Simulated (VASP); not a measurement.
Input of a VASP 6.6.1 run:

File INCAR:

```
PREC     = Accurate       # precision mode
ENCUT    = 500            # plane-wave cutoff, eV
EDIFF    = 1E-6           # SCF threshold, eV
ISMEAR   = 0              # smearing method
SIGMA    = 0.1            # smearing width, eV
LREAL    = False          # projectors in reciprocal space
LASPH    = True           # aspherical terms in the spheres
NELM     = 120            # most SCF steps
ALGO     = Normal         # electronic algorithm
ISIF     = 2              # what is computed and relaxed
LWAVE    = False          # write WAVECAR
LCHARG   = False          # write CHGCAR
GGA      = PE             # functional
NBANDS   = 41             # bands
GGA_COMPAT= False
```

Contents of KPOINTS:

```
Automatic mesh
0
Gamma
  4 4 4
```

POSCAR

```
Al3Ga2As5
1.0
   -4.0801431126     -0.0002800966     -0.0000436888
   -0.0002817827      0.0001444174      5.7039397798
    2.0420576937     10.1393371149     -2.8516993852
Al Ga As
3 2 5
Direct
    0.9999255126     -0.0003555791      0.0000135503
    0.7998686255      0.7992968794      0.5998158816
    0.2001305139      0.1994452224      0.4002097148
    0.6000798248      0.5995420533      0.1999940682
    0.3999816093      0.3995803396      0.7999754029
    0.1001405887      0.3487529323      0.2001371844
    0.4999302498      0.7520666678     -0.0000038136
    0.8999311981      0.1486686474      0.7998751641
    0.2997283219      0.5512909024      0.5995086994
    0.7002835555      0.9517109344      0.4004741477
```

Potentials or basis: VASP PAW PBE potentials, release 64 (Al, Ga_d, As).

Launch:

```sh
$ cat potpaw_PBE.64/Al/POTCAR potpaw_PBE.64/Ga_d/POTCAR potpaw_PBE.64/As/POTCAR > POTCAR
$ mpirun -np 1 vasp_std > vasp.out
```

Problem. What does it give for the largest force?

Solution. 0.008 eV/Å.

Problem. Predict the pressure.

Solution. 0.2 GPa.

Problem. Estimate the band gap on the k mesh.

Solution. 1.07 eV.

Forces on the atoms (eV/Å):
```
Al   0.000 -0.001 -0.005
Al   0.000 -0.002  0.000
Al   0.000  0.001  0.000
Ga   0.001 -0.001  0.000
Ga   0.000  0.003 -0.001
As   0.000  0.002 -0.003
As   0.000  0.000  0.008
As   0.000 -0.002 -0.004
As   0.000 -0.005  0.002
As   0.001  0.005  0.003
```

A k mesh can miss the band edges.
